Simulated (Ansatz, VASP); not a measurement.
**One calculation of Mo3H, two programs**

```xyz
8
Lattice="-2.6783 2.6783 3.8628 2.6783 -2.6783 3.8628 2.6783 2.6783 -3.8628" Properties=species:S:1:pos:R:3 pbc="T T T"
H     2.6783    0.0000    1.9314
H     0.0000    2.6783    1.9314
Mo    1.1093    1.5690    0.0000
Mo    3.7876    1.1093    0.0000
Mo   -1.1093    1.5690    3.8628
Mo    1.5690    1.1093    3.8628
Mo    0.0000    0.0000    1.9314
Mo    0.0000    0.0000    5.7942
```

Change from the starting cell: species swapped into the GaPt3 type (I4/mcm, No. 140).

Alike in both runs: task relaxation of cell and atoms; functional PBE; k mesh 4 × 4 × 4; occupations gaussian, width 0.2 eV; no spin polarisation.

|  | VASP | Ansatz |
| --- | --- | --- |
| version | VASP 6.6.1 | Ansatz 0.2.0 |
| potentials or method | VASP PAW PBE potentials, release 64 (H, Mo_sv), cutoff 600 eV | scalar-relativistic, plane waves, PAW |
| valence electrons in the cell | 86 | 86 |

|  | VASP | Ansatz | Ansatz less VASP |
| --- | --- | --- | --- |
| gap on the k mesh at the Fermi level, each at its own relaxed structure (eV) | none | none | - |
| relaxed volume (Å³/atom) | 13.59 | 13.56 | -0.036 |
| relaxed length of the cell vector where the two differ most in proportion (Å) | 5.420 | 5.435 | +0.0146 |

A gap of «none» marks a metal or a gap that the smearing closes.

The k mesh is coarse, so the values compare programs but aren't converged.
